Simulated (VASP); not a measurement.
A run of VASP 6.6.1:

File INCAR:

```
SYSTEM = Pb8N
PREC = Accurate ; ENCUT = 520
EDIFF = 1E-7 ; ISMEAR = 0
SIGMA = 0.1 ; LREAL = .FALSE.
LASPH = .TRUE. ; NELM = 120
ALGO = Normal ; ISIF = 2
LWAVE = .FALSE. ; LCHARG = .FALSE.
LDIPOL = .TRUE. ; IDIPOL = 3
DIPOL = 0.5 0.5 0.314 ; GGA = PE
IBRION = 2 ; NSW = 36
EDIFFG = -0.025 ; GGA_COMPAT = .FALSE.
NELMIN = 4 ; NELMDL = -8
KPAR = 4
```

Contents of KPOINTS:

```
Automatic mesh
0
G
  6 6 1
  0 0 0
```

The input POSCAR:

```
Pb8N
1.0
    7.1295023335      0.0000000000      0.0000000000
   -3.5647511668      6.1743301372      0.0000000000
    0.0000000000      0.0000000000     18.1234889141
Pb N
8 1
Selective dynamics
Direct
    0.3333333333      0.1666666667      0.2207080557  F F F
    0.3333333333      0.6666666667      0.2207080557  F F F
    0.8333333333      0.1666666667      0.2207080557  F F F
    0.8333333333      0.6666666667      0.2207080557  F F F
    0.1666666667      0.3333333333      0.3654643400  F F F
    0.1666666667      0.8333333333      0.3654643400  F F F
    0.6666666667      0.3333333333      0.3654643400  F F F
    0.6666666667      0.8333333333      0.3654643400  F F F
    0.1666666667      0.3333333333      0.4857502303  F F T
```

Potentials or basis: VASP PAW PBE potentials, release 64 (Pb_d, N).

The run is started by

```console
$ cat potpaw_PBE.64/Pb_d/POTCAR potpaw_PBE.64/N/POTCAR > POTCAR
$ mpirun -np 4 vasp_std > vasp.out
```

Hardware: 4 MPI ranks on AMD EPYC 9R45 96-Core Processor (Zen 5), on a shared host.

Problem. How long does it take, and how much memory?

Solution. It took 12 min on 4 MPI ranks on AMD EPYC 9R45 96-Core Processor (Zen 5), with other jobs on the host, peak memory 1.1 GiB a rank. Counts: scf iterations 83, k points 7, ion steps 4.
